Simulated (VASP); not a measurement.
# Si16O (a cell with a defect) in VASP: single point with PBE

Aim: the single point of Si16O (a cell with a defect) with PBE.

All numbers are computed with VASP 6.6.1; they aren't measurements. Logs are shortened: lines on timing, memory, paths and dates and some standing lists are left out, and cuts for length are marked.

## (1) The cell of the first run

The cell holds a defect, 17 atoms: a = 7.679 Å, b = 7.679 Å, c = 7.679 Å, α = 60.00°, β = 60.00°, γ = 60.00°.

## (2) Single point, PBE, collinear spin, zero start

INCAR

```
SYSTEM = Si16O
  ALGO = Normal
  EDIFF = 1E-7
  ENCUT = 520
  GGA = PE
  ISIF = 2
  ISMEAR = 0
  ISPIN = 2
  LASPH = .TRUE.
  LCHARG = .FALSE.
  LORBIT = 11
  LREAL = Auto
  LWAVE = .FALSE.
  MAGMOM = 0 0 0 0 0 0 0 0 0 0 0 0 0 0 0 0 0
  NBANDS = 53
  NELM = 150
  PREC = Accurate
  SIGMA = 0.05
```

KPOINTS

```
k-points
0
G
  2 2 2
  0 0 0
```

POSCAR

```
Si16O
1.0
    0.0000000000      5.4300000000      5.4300000000
    5.4300000000      0.0000000000      5.4300000000
    5.4300000000      5.4300000000      0.0000000000
Si O
16 1
Direct
   -0.0000965930      0.0098129834     -0.0001713628
    0.1166215470      0.1856935543      0.0810209945
    0.0010447514      0.0450985267      0.4527348066
    0.1348141805      0.0975366483      0.6276034991
   -0.0144185083      0.5581807551     -0.0293781768
    0.1230096685      0.6340621547      0.1294067219
    0.0047497238      0.4672981584      0.5051996317
    0.1539704420      0.5754212707      0.6165842541
    0.4904089319      0.0098503683     -0.0001711786
    0.6253309392      0.1263534070      0.1229734807
    0.5100772560     -0.0171398711      0.4969916206
    0.6399508287      0.0976506446      0.6275966851
    0.4976430018      0.5008174033      0.0038787293
    0.6134802947      0.6341000000      0.1293904236
    0.5226859116      0.4674120626      0.5051848066
    0.6312174033      0.6075763352      0.6300231123
    0.1358883978      0.8092202578      0.4187994475
```

Potentials or basis: VASP PAW PBE potentials, release 64 (Si, O).

Command:

```console
$ cat potpaw_PBE.64/Si/POTCAR potpaw_PBE.64/O/POTCAR > POTCAR
$ mpirun -np 1 vasp_std > vasp.out
```

OUTCAR:

```text
SYSTEM = Si16O
   EDIFF = 1E-7
   ENCUT = 520
   GGA = PE
   ISIF = 2
   ISMEAR = 0
   ISPIN = 2
   LASPH = .TRUE.
   LORBIT = 11
   LREAL = Auto
   NELM = 150
   PREC = Accurate

 ion  position               nearest neighbor table
   1  1.000  0.010  1.000-   4 2.35  10 2.35   6 2.36   2 2.37
   2  0.117  0.186  0.081-   3 2.33   5 2.34   9 2.37   1 2.37
   3  0.001  0.045  0.453-  17 1.66  12 2.31   4 2.31   2 2.33   8 2.95
   4  0.135  0.098  0.628-   3 2.31   7 2.32   1 2.35  11 2.35
   5  0.986  0.558  0.971-   8 2.32   2 2.34   6 2.36  14 2.36
   6  0.123  0.634  0.129-  13 2.35   1 2.36   5 2.36   7 2.37
   7  0.005  0.467  0.505-   8 2.32   4 2.32  16 2.35   6 2.37
   8  0.154  0.575  0.617-  17 1.67  15 2.32   7 2.32   5 2.32   3 2.95
   9  0.490  0.010  1.000-  12 2.35  10 2.35  14 2.36   2 2.37
  10  0.625  0.126  0.123-  13 2.35  11 2.35   9 2.35   1 2.35
  11  0.510  0.983  0.497-  10 2.35  16 2.35   4 2.35  12 2.35
  12  0.640  0.098  0.628-   3 2.31  15 2.32   9 2.35  11 2.35
  13  0.498  0.501  0.004-  16 2.35  10 2.35  14 2.35   6 2.35
  14  0.613  0.634  0.129-  13 2.35   9 2.36   5 2.36  15 2.37
  15  0.523  0.467  0.505-   8 2.32  12 2.32  16 2.35  14 2.37
  16  0.631  0.608  0.630-  15 2.35   7 2.35  13 2.35  11 2.35
  17  0.136  0.809  0.419-   3 1.66   8 1.67

  LATTYP: Found a face centered cubic cell.
 ALAT       =    10.8600000000

  Lattice vectors:

 A1 = (   0.0000000000,   5.4300000000,   5.4300000000)
 A2 = (   5.4300000000,   0.0000000000,   5.4300000000)
 A3 = (   5.4300000000,   5.4300000000,   0.0000000000)

Analysis of symmetry for initial positions (statically):
=====================================================================
 Subroutine PRICEL returns:
 Original cell was already a primitive cell.

 Routine SETGRP: Setting up the symmetry group for a
 face centered cubic supercell.

 Subroutine GETGRP returns: Found  1 space group operations
 (whereof  1 operations were pure point group operations)
 out of a pool of 48 trial point group operations.

The static configuration has the point symmetry C_1 .

Analysis of symmetry for dynamics (positions and initial velocities):
=====================================================================
 Subroutine PRICEL returns:
 Original cell was already a primitive cell.

 Routine SETGRP: Setting up the symmetry group for a
 face centered cubic supercell.

 Subroutine GETGRP returns: Found  1 space group operations
 (whereof  1 operations were pure point group operations)
 out of a pool of 48 trial point group operations.

The dynamic configuration has the point symmetry C_1 .

Analysis of structural, dynamic, and magnetic symmetry:
=====================================================================
 Subroutine PRICEL returns:
 Original cell was already a primitive cell.

 Routine SETGRP: Setting up the symmetry group for a
 face centered cubic supercell.

 Subroutine GETGRP returns: Found  1 space group operations
 (whereof  1 operations were pure point group operations)
 out of a pool of 48 trial point group operations.

The overall configuration has the point symmetry C_1 .

 Subroutine INISYM returns: Found  1 space group operations
 (whereof  1 operations are pure point group operations),
 and found     1 'primitive' translations

----------------------------------------------------------------------------------------

                                     Primitive cell

  volume of cell :     320.2060

  direct lattice vectors                    reciprocal lattice vectors
     0.000000000  5.430000000  5.430000000    -0.092081031  0.092081031  0.092081031
     5.430000000  0.000000000  5.430000000     0.092081031 -0.092081031  0.092081031
     5.430000000  5.430000000  0.000000000     0.092081031  0.092081031 -0.092081031

  length of vectors
     7.679179644  7.679179644  7.679179644     0.159489025  0.159489025  0.159489025

  position of ions in fractional coordinates (direct lattice)
     0.999903407  0.009812983  0.999828637
     0.116621547  0.185693554  0.081020995
     0.001044751  0.045098527  0.452734807
     0.134814181  0.097536648  0.627603499
     0.985581492  0.558180755  0.970621823
     0.123009669  0.634062155  0.129406722
[... 73 lines left out ...]
   ions per type =              16   1
   NGX,Y,Z   is equivalent  to a cutoff of  12.99, 12.99, 12.99 a.u.
   NGXF,Y,Z  is equivalent  to a cutoff of  25.98, 25.98, 25.98 a.u.
 SYSTEM =  Si16O
   PREC   = accura    normal or accurate (medium, high low for compatibility)
   ISTART =      0    job   : 0-new  1-cont  2-samecut
   ICHARG =      2    charge: 1-file 2-atom 10-const
   ISPIN  =      2    spin polarized calculation?
   LNONCOLLINEAR =      F non collinear calculations
   LSORBIT =      F    spin-orbit coupling
   LASPH  =      T    aspherical Exc in radial PAW
   ENCUT  =  520.0 eV  38.22 Ry    6.18 a.u.  14.28 14.28 14.28*2*pi/ulx,y,z
   NELM   =    150;   NELMIN=  2; NELMDL= -5     # of ELM steps
   EDIFF  = 0.1E-06   stopping-criterion for ELM
   LREAL  =      T    real-space projection
   EDIFFG = 0.1E-05   stopping-criterion for IOM
   NSW    =      0    number of steps for IOM
   IBRION =     -1    ionic relax: 0-MD 1-quasi-New 2-CG
   NFREE  =      0    steps in history (QN), initial steepest desc. (CG)
   ISIF   =      2    stress and relaxation
   ISYM   =      2    0-nonsym 1-usesym 2-fastsym
   POTIM  = 0.5000    time-step for ionic-motion
   TEBEG  =    0.0;   TEEND  =   0.0 temperature during run
   PSTRESS=    0.0 pullay stress
   NELECT =      70.0000    total number of electrons
   NUPDOWN=      -1.0000    fix difference up-down
   EMIN   =  10.00;   EMAX   =-10.00  energy-range for DOS
   EFERMI =   0.00;   METHOD = LEGACY
   ISMEAR =     0;   SIGMA  =   0.05  broadening in eV -4-tet -1-fermi 0-gaus
   EFERMI_NEDOS =   21; number of points for ismear=-14 and -15
   IALGO  =     38    algorithm
   IMIX   =      4    mixing-type and parameters
     AMIX     =   0.40;   BMIX     =  1.00
     AMIX_MAG =   1.60;   BMIX_MAG =  1.00
  volume/ion in A,a.u.               =      18.84       127.11
  Fermi-wavevector in a.u.,A,eV,Ry     =   0.986199  1.863645 13.232857  0.972588
  Thomas-Fermi vector in A             =   2.117562
   LORBIT       =     11    0 simple, 1 ext, 2 COOP (PROOUT), +10 PAW based schemes
   GGA     = PE    functional components
   LHFCALC =     F    Hartree Fock is set to
   AEXX    =    0.0000 exact exchange contribution
   IVDW    =     0    specifies the selected vdW correction
   LEPSILON=     F    determine dielectric tensor
   LRPA    =     F    only Hartree local field effects (RPA)
 spin polarized calculation
 Gauss-broadening in eV      SIGMA  =   0.05
  energy-cutoff  :      520.00
  volume of cell :      320.21
 maximum number of plane-waves:      8646
 NGX is ok and might be reduce to    60
   NGX = 29   NGY = 29   NGZ = 29

 number of electron      70.0000001 magnetization      -0.0000000

 number of electron      70.0000001 magnetization       0.0000000

 Free energy of the ion-electron system (eV)
  ---------------------------------------------------
  ext. energy  EPLUGINS =         0.00000000
  ---------------------------------------------------
  free energy    TOTEN  =       -92.68462506 eV

  energy without entropy =      -92.68462506  energy(sigma->0) =      -92.68462506

 E-fermi :   6.1466     XC(G=0):  -9.5309

 val. band max:        5.8805648393   @ k =   0.0000   0.0000   0.0000
 cond. band min:       6.3714710950   @ k =   0.0000   0.0000   0.0000
 fundamental gap:      0.4909062557
 Fermi energy:         6.1465570425

 spin component 1

 k-point     1 :       0.0000    0.0000    0.0000
  band No.  band energies     occupation
      1     -14.4295      1.00000
      2      -5.8121      1.00000
      3      -4.3822      1.00000
      4      -3.6906      1.00000
      5      -3.6645      1.00000
      6      -3.3259      1.00000
[... 389 lines left out ...]
     46      10.3137      0.00000
     47      10.4233      0.00000
 Fermi energy:         6.1465570425

 spin component 2

 k-point     1 :       0.0000    0.0000    0.0000
  band No.  band energies     occupation
      1     -14.4295      1.00000
      2      -5.8121      1.00000
      3      -4.3822      1.00000
      4      -3.6906      1.00000
      5      -3.6645      1.00000
      6      -3.3259      1.00000
[... 389 lines left out ...]
     46      10.3137      0.00000
     47      10.4233      0.00000
 [bands above 47 left out]

------------------------ aborting loop because EDIFF is reached ----------------------------------------

  FORCE on cell =-STRESS in cart. coord.  units (eV):
  Direction    XX          YY          ZZ          XY          YZ          ZX
  --------------------------------------------------------------------------------------
  -------------------------------------------------------------------------------------
  Total        8.4375361      8.9510034      8.9516062     -2.9747689     -1.7385856      2.9751067
  in kB       42.2179113     44.7870874     44.7901033    -14.8845029     -8.6991571     14.8861929
  external PRESSURE =      43.9317007 kB  Pullay stress =       0.0000000 kB

 VOLUME and BASIS-vectors are now :
 -----------------------------------------------------------------------------
  energy-cutoff  :      520.00
  volume of cell :      320.21
      direct lattice vectors                 reciprocal lattice vectors
     0.000000000  5.430000000  5.430000000    -0.092081031  0.092081031  0.092081031
     5.430000000  0.000000000  5.430000000     0.092081031 -0.092081031  0.092081031
     5.430000000  5.430000000  0.000000000     0.092081031  0.092081031 -0.092081031

 POSITION                                       TOTAL-FORCE (eV/Angst)
 -----------------------------------------------------------------------------------
      5.48235     10.85855      5.48276        -0.000320     -0.001756      0.000458
      1.44826      1.07320      1.64157         0.002435      0.004689     -0.004656
      2.70323      2.46402      0.25056         0.041891     -0.024743      0.025188
      3.93751      4.13993      1.26167         0.000296     -0.004838     -0.000436
      8.30140     10.62218      8.38263        -0.006350      0.001956     -0.002002
      4.14564      1.37062      4.11090        -0.001005      0.001144      0.000607
[... 9 lines left out ...]
      6.72016      6.84854      6.72665        -0.001919     -0.001858      0.001702
      6.66815      3.01195      5.13194        -0.021888     -0.010758      0.009016
 -----------------------------------------------------------------------------------
    total drift:                               -0.004873      0.006166     -0.006192

  FREE ENERGIE OF THE ION-ELECTRON SYSTEM (eV)
  ---------------------------------------------------
  free  energy   TOTEN  =       -92.6846250632 eV

  energy  without entropy=      -92.6846250632  energy(sigma->0) =      -92.68462506

 total charge

# of ion       s       p       d       tot
------------------------------------------
    1        0.742   0.944   0.000   1.686
    2        0.750   0.951   0.000   1.700
    3        0.741   0.946   0.000   1.687
    4        0.744   0.979   0.000   1.722
    5        0.746   0.963   0.000   1.709
    6        0.743   0.940   0.000   1.683
[... 9 lines left out ...]
   16        0.738   0.958   0.000   1.697
   17        1.576   3.600   0.000   5.176
--------------------------------------------------
tot         13.460  18.902   0.000  32.361

 magnetization (x)

# of ion       s       p       d       tot
------------------------------------------
    1        0.000   0.000   0.000   0.000
    2       -0.000  -0.000   0.000  -0.000
    3        0.000   0.000   0.000   0.000
    4       -0.000  -0.000   0.000  -0.000
    5       -0.000  -0.000   0.000  -0.000
    6        0.000   0.000   0.000   0.000
[... 9 lines left out ...]
   16        0.000   0.000   0.000   0.000
   17       -0.000  -0.000   0.000  -0.000
--------------------------------------------------
tot          0.000   0.000   0.000   0.000
```

Wall time 10 min (1 thread of AMD EPYC 9R45 (Zen 5), shared host); peak memory 0.67 GiB.

Results:

```yaml
Free_energy: -92.6846 eV
Pressure: 4.4 GPa
Largest_force: 0.055 eV/Å
Band_gap_on_the_k_mesh: 0.49 eV
Net_moment: 0.00 μB per cell
Valence_electrons_inside_the_program's_atomic_spheres: Si 1.69, 1.70, 1.72, 1.71, 1.68; O 5.18
```

Forces on the atoms (eV/Å):
```
Si   0.000 -0.002  0.000
Si   0.002  0.005 -0.005
Si   0.042 -0.025  0.025
Si   0.000 -0.005  0.000
Si  -0.006  0.002 -0.002
Si  -0.001  0.001  0.001
Si   0.004  0.001  0.004
Si  -0.019  0.036 -0.035
Si  -0.001 -0.001  0.002
Si   0.002  0.001 -0.001
Si  -0.002  0.001  0.000
Si   0.000  0.001  0.005
Si   0.000  0.001 -0.001
Si  -0.001 -0.001 -0.001
Si   0.003 -0.003 -0.002
Si  -0.002 -0.002  0.002
O   -0.022 -0.011  0.009
```

Caveat: the k points lie up to 0.50 Å⁻¹ apart.
